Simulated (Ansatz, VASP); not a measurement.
## W in VASP and in Ansatz

INCAR

```
  PREC = Accurate
  ENCUT = 520
  EDIFF = 1E-8
  ISMEAR = -1
  SIGMA = 0.03
  LREAL = F
  LASPH = T
  NELM = 100
  ALGO = Normal
  ISIF = 2
  LWAVE = F
  LCHARG = F
  GGA = PE
  LEFG = T
  NBANDS = 13
```

The input KPOINTS:

```
regular mesh
0
Gamma
  14 14 14
```

The input POSCAR:

```
W
1.0
   -1.5653540000      1.5653540000      1.5973000000
    1.5653540000     -1.5653540000      1.5973000000
    1.5653540000      1.5653540000     -1.5973000000
W
1
Direct
    0.0000000000      0.0000000000      0.0000000000
```

Input for Ansatz:

```yaml
crystal:
  lattice:
    - [-1.565354, 1.565354, 1.5973]
    - [1.565354, -1.565354, 1.5973]
    - [1.565354, 1.565354, -1.5973]
  atoms:
    - { symbol: W, position: [0.0, 0.0, 0.0] }
kpoints:
  mp_grid: { grid: [14, 14, 14] }
scf:
  occupations: { method: fermi_dirac, width: 0.03 }
hamiltonian:
  xc: pbe
  pseudopotentials: { kind: paw }
output:
  forces: true
  stress: true
  eigenvalues: true
  efg: { contact_densities: true }
  write_density: true
  write_potential: true
  elf: true
  volumetric_format: npy
```

Change from the starting cell: x and y stretched by -2 %, z held, PAW files.

Alike in both runs: task electric field gradients; functional PBE; k mesh 14 × 14 × 14; occupations fermi-dirac, width 0.03 eV; no spin polarisation.

```csv
,VASP,Ansatz
version,VASP 6.6.1,Ansatz 0.2.0
potentials or method,"VASP PAW PBE potentials, release 64 (W_sv)","PAW with Ansatz's default frozen-core files, scalar-relativistic"
plane-wave cutoff (eV),520,420
valence electrons in the cell,14,14
```

```tsv
	VASP	Ansatz	Ansatz less VASP
pressure (GPa)	10.7	10.1	-0.64
traceless stress, the component that is largest in VASP (GPa)	-3.14	-3.09	+0.046
size of Vzz on the site where it differs most (V/Å²)	7.1	8.1	+0.96
```

Neither program's run includes spin-orbit coupling.
